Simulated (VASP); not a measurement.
A run of VASP 6.6.1 is set up as follows.

File INCAR:

```
SYSTEM = GeMo2
ALGO     = Normal         ! electronic algorithm
DIPOL    = 0.5 0.5 0.500
EDIFF    = 1E-7           ! SCF threshold, eV
ENCUT    = 520            ! plane-wave cutoff, eV
GGA      = PE             ! functional
IDIPOL   = 3            
ISIF     = 2              ! what is computed and relaxed
ISMEAR   = 0              ! smearing method
LASPH    = .TRUE.         ! aspherical terms in the spheres
LCHARG   = .FALSE.        ! write CHGCAR
LDIPOL   = .TRUE.       
LREAL    = .FALSE.        ! projectors in reciprocal space
LWAVE    = .FALSE.        ! write WAVECAR
NBANDS   = 28             ! bands
NELM     = 100            ! most SCF steps
PREC     = Accurate       ! precision mode
SIGMA    = 0.1            ! smearing width, eV
```

Contents of KPOINTS:

```
k-points
0
G
  6 6 1
  0 0 0
```

Contents of POSCAR:

```
GeMo2
1.0
    3.1173990000      0.0000000000      0.0000000000
    0.0000000000      3.1173990000      0.0000000000
    0.0000000000      0.0000000000     17.0000000000
Ge Mo
1 2
Direct
    0.5000000000      0.5000000000      0.5000000000
    0.0000000000      0.0000000000      0.5867975900
    0.0000000000      0.0000000000      0.4132024100
```

Potentials or basis: VASP PAW PBE potentials, release 64 (Ge_d, Mo_sv).

Command:

```sh
$ cat potpaw_PBE.64/Ge_d/POTCAR potpaw_PBE.64/Mo_sv/POTCAR > POTCAR
$ mpirun -np 1 vasp_std > vasp.out
```

Task: Predict the largest force.

Result: 0.861 eV/Å.

Task: What does it give for the band gap on the k mesh?

Result: Zero (band 21 reaches 1.50 eV, above the bottom of band 22 at -0.11 eV).

Forces in eV/Å, atoms in the order of the input:
```
Ge   0.000  0.000  0.000
Mo   0.000  0.000 -0.861
Mo   0.000  0.000  0.861
```
